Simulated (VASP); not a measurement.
A run of VASP 6.6.1 is set up as follows.

INCAR

```
SYSTEM = In3Sb
ALGO = Normal ; EDIFF = 1E-7
EDIFFG = -0.02 ; ENCUT = 600
GGA = PS ; IBRION = 2
ISIF = 3 ; ISMEAR = -1
LASPH = .True. ; LCHARG = .False.
LREAL = .False. ; LWAVE = .False.
NELM = 100 ; NSW = 80
PREC = Accurate ; SIGMA = 0.01
```

The input KPOINTS:

```
k-points
0
Gamma
  5 5 5
  0 0 0
```

Contents of POSCAR:

```
In3Sb
1.0
    4.8400000000      0.0000000000      0.0000000000
    0.0000000000      4.8400000000      0.0000000000
    0.0000000000      0.0000000000      4.8400000000
Sb In
1 3
Direct
    0.0000000000      0.0000000000      0.0000000000
    0.0000000000      0.5000000000      0.5000000000
    0.5000000000      0.0000000000      0.5000000000
    0.5000000000      0.5000000000      0.0000000000
```

Potentials or basis: VASP PAW PBE potentials, release 64 (Sb, In_d).

Command:

```sh
$ cat potpaw_PBE.64/Sb/POTCAR potpaw_PBE.64/In_d/POTCAR > POTCAR
$ mpirun -np 1 vasp_std > vasp.out
```

Task: Estimate the space group after relaxing (to 0.1 Å).

Result: Pm-3m (No. 221).

Task: What does it give for the relaxed cell?

Result: a = 4.755 Å, b = 4.755 Å, c = 4.755 Å, α = 90.00°, β = 90.00°, γ = 90.00°.

Task: Estimate the relaxed volume.

Result: 26.87 Å³/atom.

The path:
```csv
step,energy change (eV),largest force (eV/Å),pressure (GPa),volume (Å³)
1,0.0000,0.0000,-2.07,113.38
2,-0.0380,0.0000,0.08,107.48
```

Caveat: the PAW data sets were made with another functional, which shifts forces and pressure a little.
